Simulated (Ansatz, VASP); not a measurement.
## C: VASP beside Ansatz

```
C
1.0
     2.27377   -2.69039    0.00000
     2.27377    2.69039    0.00000
     0.00000    0.00000    3.01847
C
6
Direct
  0.60382 0.39618 0.29411
  0.89618 0.10382 0.29411
  0.39618 0.60382 0.70589
  0.10382 0.89618 0.70589
  0.75000 0.75000 0.00000
  0.25000 0.25000 0.00000
```

Alike in both runs: functional PBE; k mesh 6 × 6 × 6; occupations gaussian, width 0.1 eV; no spin polarisation.

Ansatz relaxed the structure, and its values are those at the end. VASP's run is a single point on that final structure, the one shown.

|  | VASP | Ansatz |
| --- | --- | --- |
| version | VASP 6.6.1 | Ansatz 0.2.0 |
| potentials or method | VASP PAW PBE potentials, release 64 (C), cutoff 520 eV | scalar-relativistic, plane waves, PAW |
| valence electrons in the cell | 24 | 24 |

Ansatz gave:

* gap on the k mesh at the Fermi level (eV): 1.16
* least direct gap on the mesh (eV): 3.49
* pressure (GPa): 0.1
* rms of the force components (eV/Å): 0.001

Task: Which values does VASP return?

Result: gap on the k mesh at the Fermi level (eV): 1.15; least direct gap on the mesh (eV): 3.48; pressure (GPa): 0.6; rms of the force components (eV/Å): 0.016.
